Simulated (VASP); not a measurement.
# MgB2 (d3) (P6/mmm) in VASP: a series of runs

Runs on MgB2 (d3). Level: PBE+D3(BJ). Tasks: single point, relaxation of cell and atoms.

Everything below comes from runs of VASP 6.6.1. Logs are shortened: lines on timing, memory, paths and dates and some standing lists are left out, and cuts for length are marked.

## Step 1: The cell of the first run

It takes space group P6/mmm (No. 191, hexagonal). Conventional cell: a = 3.063 Å, b = 3.063 Å, c = 3.521 Å, α = 90.00°, β = 90.00°, γ = 120.00°. Mg (site symmetry 6/mmm) has 12 B at 2.50 Å and 6 Mg at 3.06 Å within 3.3 Å. Within 2.3 Å of B (site symmetry -6m2) lie 3 B at 1.77 Å.

## Step 2: Single point, PBE+D3(BJ)

INCAR

```
SYSTEM = MgB2
ALGO = Normal
EDIFF = 1E-6
ENCUT = 600
GGA = PE
GGA_COMPAT = .FALSE.
ISIF = 2
ISMEAR = 0
IVDW = 12
LASPH = .TRUE.
LCHARG = .TRUE.
LELF = .TRUE.
LREAL = .FALSE.
LVHAR = .TRUE.
LWAVE = .FALSE.
NBANDS = 11
NELM = 120
PREC = Accurate
SIGMA = 0.1
```

KPOINTS

```
k-points
0
G
  6 6 6
  0 0 0
```

POSCAR

```
MgB2
1.0
    3.0627620600      0.0000000000      0.0000000000
   -1.5313810300      2.6524297500      0.0000000000
    0.0000000000      0.0000000000      3.5208704800
Mg B
1 2
Direct
    0.0000000000      0.0000000000      0.0000000000
    0.6666666700      0.3333333300      0.5000000000
    0.3333333300      0.6666666700      0.5000000000
```

Potentials or basis: VASP PAW PBE potentials, release 64 (Mg, B).

The run is started by

```sh
$ cat potpaw_PBE.64/Mg/POTCAR potpaw_PBE.64/B/POTCAR > POTCAR
$ mpirun -np 1 vasp_std > vasp.out
```

OUTCAR:

```text
SYSTEM = MgB2
   EDIFF = 1E-6
   ENCUT = 600
   GGA = PE
   ISIF = 2
   ISMEAR = 0
   IVDW = 12
   LASPH = .TRUE.
   LREAL = .FALSE.
   NELM = 120
   PREC = Accurate
 IVDW          = 12

 ion  position               nearest neighbor table
   1  0.000  0.000  0.000-   2 2.50   3 2.50   2 2.50   3 2.50   2 2.50   2 2.50   3 2.50   3 2.50
                             2 2.50   2 2.50   3 2.50   3 2.50
   2  0.667  0.333  0.500-   3 1.77   3 1.77   3 1.77   1 2.50   1 2.50   1 2.50   1 2.50   1 2.50
                             1 2.50
   3  0.333  0.667  0.500-   2 1.77   2 1.77   2 1.77   1 2.50   1 2.50   1 2.50   1 2.50   1 2.50
                             1 2.50

  LATTYP: Found a hexagonal cell.
 ALAT       =     3.0627620600
 C/A-ratio  =     1.1495736238

  Lattice vectors:

 A1 = (   3.0627620600,   0.0000000000,   0.0000000000)
 A2 = (  -1.5313810300,   2.6524297500,   0.0000000000)
 A3 = (   0.0000000000,   0.0000000000,   3.5208704800)

Analysis of symmetry for initial positions (statically):
=====================================================================
 Subroutine PRICEL returns:
 Original cell was already a primitive cell.

 Routine SETGRP: Setting up the symmetry group for a
 hexagonal supercell.

 Subroutine GETGRP returns: Found 24 space group operations
 (whereof 24 operations were pure point group operations)
 out of a pool of 24 trial point group operations.

The static configuration has the point symmetry D_6h.

Analysis of symmetry for dynamics (positions and initial velocities):
=====================================================================
 Subroutine PRICEL returns:
 Original cell was already a primitive cell.

 Routine SETGRP: Setting up the symmetry group for a
 hexagonal supercell.

 Subroutine GETGRP returns: Found 24 space group operations
 (whereof 24 operations were pure point group operations)
 out of a pool of 24 trial point group operations.

The dynamic configuration has the point symmetry D_6h.

 Subroutine INISYM returns: Found 24 space group operations
 (whereof 24 operations are pure point group operations),
 and found     1 'primitive' translations

----------------------------------------------------------------------------------------

                                     Primitive cell

  volume of cell :      28.6027

  direct lattice vectors                    reciprocal lattice vectors
     3.062762060  0.000000000  0.000000000     0.326502673  0.188506406  0.000000000
    -1.531381030  2.652429750  0.000000000     0.000000000  0.377012812  0.000000000
[... 99 lines left out ...]
   NUPDOWN=      -1.0000    fix difference up-down
   EMIN   =  10.00;   EMAX   =-10.00  energy-range for DOS
   EFERMI =   0.00;   METHOD = LEGACY
   ISMEAR =     0;   SIGMA  =   0.10  broadening in eV -4-tet -1-fermi 0-gaus
   EFERMI_NEDOS =   21; number of points for ismear=-14 and -15
   IALGO  =     38    algorithm
   IMIX   =      4    mixing-type and parameters
     AMIX     =   0.40;   BMIX     =  1.00
     AMIX_MAG =   1.60;   BMIX_MAG =  1.00
  volume/ion in A,a.u.               =       9.53        64.34
  Fermi-wavevector in a.u.,A,eV,Ry     =   1.070621  2.023180 15.595397  1.146229
  Thomas-Fermi vector in A             =   2.206337
   LORBIT       =      0    0 simple, 1 ext, 2 COOP (PROOUT), +10 PAW based schemes
   GGA     = PE    functional components
   LHFCALC =     F    Hartree Fock is set to
   AEXX    =    0.0000 exact exchange contribution
   IVDW    =    12    specifies the selected vdW correction
   LEPSILON=     F    determine dielectric tensor
   LRPA    =     F    only Hartree local field effects (RPA)
 non-spin polarized calculation
 Gauss-broadening in eV      SIGMA  =   0.10
  energy-cutoff  :      600.00
  volume of cell :       28.60
 maximum number of plane-waves:       972
   NGX = 13   NGY = 13   NGZ = 15

 number of electron       8.0000000 magnetization

 Free energy of the ion-electron system (eV)
  ---------------------------------------------------
  ext. energy  EPLUGINS =         0.00000000
  ---------------------------------------------------
  free energy    TOTEN  =       -15.32962550 eV

  energy without entropy =      -15.32632619  energy(sigma->0) =      -15.32797585

 E-fermi :   5.4103     XC(G=0): -10.9650

 val. band max:        5.2234018372   @ k =   0.1667  -0.0000   0.5000
 cond. band min:       5.4110065541   @ k =   0.3333   0.1667   0.0000
 fundamental gap:      0.1876047168
 Fermi energy:         5.4102665430

 k-point     1 :       0.0000    0.0000    0.0000
  band No.  band energies     occupation
      1      -7.1179      2.00000
      2       2.3475      2.00000
      3       5.8119      0.00000
      4       5.8119      0.00000
      5       6.9441      0.00000
      6      11.8339      0.00000
      7      11.8339      0.00000
      8      13.7278      0.00000
      9      15.4937      0.00000
     10      18.2954      0.00000
     11      21.6064      0.00000
[... 309 lines left out ...]
 k-point    24 :       0.3333   -0.0000    0.5000
  band No.  band energies     occupation
      1      -4.0763      2.00000
      2       0.0049      2.00000
      3       1.0471      2.00000
      4       3.9880      2.00000
      5       6.6812      0.00000
      6      11.4887      0.00000
      7      14.8384      0.00000
      8      14.9138      0.00000
      9      17.2589      0.00000
     10      18.1434      0.00000
     11      19.1316      0.00000

 [... further k-points ...]

------------------------ aborting loop because EDIFF is reached ----------------------------------------

 Edisp (eV)   -0.85988

 E8    (eV) :    -0.3326

  FORCE on cell =-STRESS in cart. coord.  units (eV):
  Direction    XX          YY          ZZ          XY          YZ          ZX
  --------------------------------------------------------------------------------------
  -------------------------------------------------------------------------------------
  Total      -0.33527    -0.33527    -1.19260     0.00000     0.00000     0.00000
  in kB     -18.78024   -18.78024   -66.80339     0.00000     0.00000     0.00000
  external pressure =      -34.79 kB  Pullay stress =        0.00 kB

 VOLUME and BASIS-vectors are now :
 -----------------------------------------------------------------------------
  energy-cutoff  :      600.00
  volume of cell :       28.60
      direct lattice vectors                 reciprocal lattice vectors
     3.062762060  0.000000000  0.000000000     0.326502673  0.188506406  0.000000000
    -1.531381030  2.652429750  0.000000000     0.000000000  0.377012812  0.000000000
     0.000000000  0.000000000  3.520870480     0.000000000  0.000000000  0.284020672

 POSITION                                       TOTAL-FORCE (eV/Angst)
 -----------------------------------------------------------------------------------
      0.00000      0.00000      0.00000        -0.000000      0.000000      0.000000
      1.53138      0.88414      1.76044        -0.000000      0.000000      0.000000
     -0.00000      1.76829      1.76044         0.000000      0.000000      0.000000
 -----------------------------------------------------------------------------------
    total drift:                                0.000000      0.000000      0.000000

  FREE ENERGIE OF THE ION-ELECTRON SYSTEM (eV)
  ---------------------------------------------------
  free  energy   TOTEN  =       -16.1895028505 eV

  energy  without entropy=      -16.1862035351  energy(sigma->0) =      -16.18785319
```

stdout:

```text
POSCAR found type information on POSCAR MgB
 POSCAR found :  2 types and       3 ions
 scaLAPACK will be used
 LDA part: xc-table for (Slater+PW92), standard interpolation
 POSCAR, INCAR and KPOINTS ok, starting setup
 FFT: planning ... GRIDC
 FFT: planning ... GRID_SOFT
 FFT: planning ... GRID
 WAVECAR not read
 entering main loop
```

Run time: 6.3 s. Hardware: 1 thread of Intel Xeon 6975P-C, shared host; peak memory 0.16 GiB.

What came out:

| Item | Value |
| --- | --- |
| Free energy | -16.1895 eV |
| Pressure | -3.5 GPa |
| Band gap on the k mesh | zero (band 4 reaches 7.16 eV, above the bottom of band 5 at 3.34 eV) |
| Dispersion energy per atom | -0.287 eV |

Stress tensor (GPa, compression positive):
```
-1.88  0.00  0.00
 0.00 -1.88  0.00
 0.00  0.00 -6.68
```

Levels at points of the mesh, in eV from the Fermi level:
```csv
k point,band 2,band 3,band 4,band 5,band 6,band 7
"(0.00, 0.00, 0.00)",-3.06,0.40,0.40,1.53,6.42,6.42
"(0.50, 0.00, 0.00)",-7.89,-2.17,0.14,3.05,3.93,5.26
"(0.00, 0.00, 0.50)",-7.56,0.78,0.78,6.74,6.74,8.08
"(0.50, 0.00, 0.50)",-6.98,-3.64,-1.89,-1.34,5.84,8.88
```

Caveat: the k points lie up to 0.39 Å⁻¹ apart; pairwise dispersion overbinds metals, which lowers pressure and volume.

## Step 3: Single point, PBE+D3(BJ)

This run uses another cell than the first one, of 9.30 Å³/atom, 0.976 times its volume.

INCAR

```
SYSTEM = MgB2
  PREC = Accurate
  ENCUT = 600
  EDIFF = 1E-6
  ISMEAR = 0
  SIGMA = 0.1
  LREAL = .FALSE.
  LASPH = .TRUE.
  NELM = 120
  ALGO = Normal
  ISIF = 2
  LWAVE = .FALSE.
  LCHARG = .TRUE.
  GGA = PE
  IVDW = 12
  LELF = .TRUE.
  LVHAR = .TRUE.
  NBANDS = 11
  GGA_COMPAT = .FALSE.
```

KPOINTS

```
regular mesh
0
G
  15 15 12
  0 0 0
```

POSCAR

```
MgB2
1.0
    3.0457426901      0.0000000000      0.0000000000
   -1.5228713451      2.6376905430      0.0000000000
    0.0000000000      0.0000000000      3.4745278105
Mg B
1 2
Direct
    0.0000000000      0.0000000000      0.0000000000
    0.6666666667      0.3333333333      0.5000000000
    0.3333333333      0.6666666667      0.5000000000
```

Potentials or basis: VASP PAW PBE potentials, release 64 (Mg, B).

The run is started by

```sh
$ cat potpaw_PBE.64/Mg/POTCAR potpaw_PBE.64/B/POTCAR > POTCAR
$ mpirun -np 1 vasp_std > vasp.out
```

OUTCAR:

```text
SYSTEM = MgB2
   PREC = Accurate
   ENCUT = 600
   EDIFF = 1E-6
   ISMEAR = 0
   LREAL = .FALSE.
   LASPH = .TRUE.
   NELM = 120
   ISIF = 2
   GGA = PE
   IVDW = 12
 IVDW          = 12

 ion  position               nearest neighbor table
   1  0.000  0.000  0.000-   2 2.47   3 2.47   2 2.47   3 2.47   2 2.47   2 2.47   3 2.47   3 2.47
                             2 2.47   2 2.47   3 2.47   3 2.47
   2  0.667  0.333  0.500-   3 1.76   3 1.76   3 1.76   1 2.47   1 2.47   1 2.47   1 2.47   1 2.47
                             1 2.47
   3  0.333  0.667  0.500-   2 1.76   2 1.76   2 1.76   1 2.47   1 2.47   1 2.47   1 2.47   1 2.47
                             1 2.47

  LATTYP: Found a hexagonal cell.
 ALAT       =     3.0457426901
 C/A-ratio  =     1.1407817941

  Lattice vectors:

 A1 = (   3.0457426901,   0.0000000000,   0.0000000000)
 A2 = (  -1.5228713451,   2.6376905430,   0.0000000000)
 A3 = (   0.0000000000,   0.0000000000,   3.4745278105)

Analysis of symmetry for initial positions (statically):
=====================================================================
 Subroutine PRICEL returns:
 Original cell was already a primitive cell.

 Routine SETGRP: Setting up the symmetry group for a
 hexagonal supercell.

 Subroutine GETGRP returns: Found 24 space group operations
 (whereof 24 operations were pure point group operations)
 out of a pool of 24 trial point group operations.

The static configuration has the point symmetry D_6h.

Analysis of symmetry for dynamics (positions and initial velocities):
=====================================================================
 Subroutine PRICEL returns:
 Original cell was already a primitive cell.

 Routine SETGRP: Setting up the symmetry group for a
 hexagonal supercell.

 Subroutine GETGRP returns: Found 24 space group operations
 (whereof 24 operations were pure point group operations)
 out of a pool of 24 trial point group operations.

The dynamic configuration has the point symmetry D_6h.

 Subroutine INISYM returns: Found 24 space group operations
 (whereof 24 operations are pure point group operations),
 and found     1 'primitive' translations

[... 130 lines left out ...]
  volume of cell :       27.91
 maximum number of plane-waves:       954
   NGX = 13   NGY = 13   NGZ = 13

 number of electron       8.0000000 magnetization

 Free energy of the ion-electron system (eV)
  ---------------------------------------------------
  ext. energy  EPLUGINS =         0.00000000
  ---------------------------------------------------
  free energy    TOTEN  =       -15.31312910 eV

  energy without entropy =      -15.30904168  energy(sigma->0) =      -15.31108539

 E-fermi :   5.5348     XC(G=0): -11.0669

 val. band max:        5.5277298753   @ k =   0.1333   0.0000   0.3333
 cond. band min:       5.5415012707   @ k =   0.0667  -0.0000   0.0833
 fundamental gap:      0.0137713954
 Fermi energy:         5.5348026900

 k-point     1 :       0.0000    0.0000    0.0000
  band No.  band energies     occupation
      1      -7.1099      2.00000
      2       2.5398      2.00000
      3       5.9228      0.00000
      4       5.9228      0.00000
      5       7.3162      0.00000
      6      12.0026      0.00000
      7      12.0026      0.00000
      8      14.0316      0.00000
      9      15.8147      0.00000
     10      18.6199      0.00000
     11      22.0584      0.00000
[... 309 lines left out ...]
 k-point    24 :       0.4000    0.2000    0.0000
  band No.  band energies     occupation
      1      -2.6509      2.00000
      2      -1.9927      2.00000
      3       1.0291      2.00000
      4       6.3401      0.00000
      5       8.3492      0.00000
      6      11.3821      0.00000
      7      11.6155      0.00000
      8      14.0029      0.00000
      9      15.3756      0.00000
     10      17.8111      0.00000
     11      19.7151      0.00000

 [... further k-points ...]

------------------------ aborting loop because EDIFF is reached ----------------------------------------

 Edisp (eV)   -0.88164

 E8    (eV) :    -0.3410

  FORCE on cell =-STRESS in cart. coord.  units (eV):
  Direction    XX          YY          ZZ          XY          YZ          ZX
  --------------------------------------------------------------------------------------
  -------------------------------------------------------------------------------------
  Total      -0.02923    -0.02923    -0.06847     0.00000    -0.00000     0.00000
  in kB      -1.67758    -1.67758    -3.93000     0.00000    -0.00000     0.00000
  external pressure =       -2.43 kB  Pullay stress =        0.00 kB

 VOLUME and BASIS-vectors are now :
 -----------------------------------------------------------------------------
  energy-cutoff  :      600.00
  volume of cell :       27.91
      direct lattice vectors                 reciprocal lattice vectors
     3.045742690  0.000000000  0.000000000     0.328327144  0.189559765  0.000000000
    -1.522871345  2.637690543  0.000000000     0.000000000  0.379119530  0.000000000
     0.000000000  0.000000000  3.474527811     0.000000000  0.000000000  0.287808892

 POSITION                                       TOTAL-FORCE (eV/Angst)
 -----------------------------------------------------------------------------------
      0.00000      0.00000      0.00000         0.000000      0.000000      0.000000
      1.52287      0.87923      1.73726         0.000000     -0.000000      0.000000
     -0.00000      1.75846      1.73726        -0.000000     -0.000000      0.000000
 -----------------------------------------------------------------------------------
    total drift:                                0.000000     -0.000000      0.000000

  FREE ENERGIE OF THE ION-ELECTRON SYSTEM (eV)
  ---------------------------------------------------
  free  energy   TOTEN  =       -16.1947666780 eV

  energy  without entropy=      -16.1906792572  energy(sigma->0) =      -16.19272297
```

OSZICAR:

```text
N       E                     dE             d eps       ncg     rms          rms(c)
DAV:   1     0.635595722835E+01    0.63560E+01   -0.42140E+03  4422   0.699E+02
DAV:   2    -0.164563229325E+02   -0.22812E+02   -0.21497E+02  5242   0.116E+02
DAV:   3    -0.170662841107E+02   -0.60996E+00   -0.60735E+00  5400   0.157E+01
DAV:   4    -0.170678714685E+02   -0.15874E-02   -0.15872E-02  4820   0.847E-01
DAV:   5    -0.170678777594E+02   -0.62909E-05   -0.62912E-05  5188   0.566E-02    0.540E+00
DAV:   6    -0.155737718016E+02    0.14941E+01   -0.18315E+00  4700   0.639E+00    0.257E+00
DAV:   7    -0.153177937618E+02    0.25598E+00   -0.96624E-01  4868   0.461E+00    0.785E-01
DAV:   8    -0.153212109013E+02   -0.34171E-02   -0.87109E-02  4667   0.167E+00    0.365E-01
DAV:   9    -0.153132228944E+02    0.79880E-02   -0.18193E-02  4623   0.625E-01    0.655E-02
DAV:  10    -0.153131365657E+02    0.86329E-04   -0.10896E-03  5157   0.186E-01    0.243E-02
DAV:  11    -0.153131292350E+02    0.73307E-05   -0.52713E-05  4655   0.450E-02    0.270E-03
DAV:  12    -0.153131290990E+02    0.13603E-06   -0.22632E-06  4581   0.793E-03
   1 F= -.16194767E+02 E0= -.16192723E+02  d E =-.408742E-02
```

Wall time 27 s (1 thread of Intel Xeon 6975P-C, shared host); peak memory 0.21 GiB.

Results:

| Item | Value |
| --- | --- |
| Free energy | -16.1948 eV |
| Pressure | -0.2 GPa |
| Band gap on the k mesh | zero (band 4 reaches 7.38 eV, above the bottom of band 5 at 3.47 eV) |
| Dispersion energy per atom | -0.294 eV |

Caveat: pairwise dispersion overbinds metals, which lowers pressure and volume.

(Part 1 of 2 ends here.)
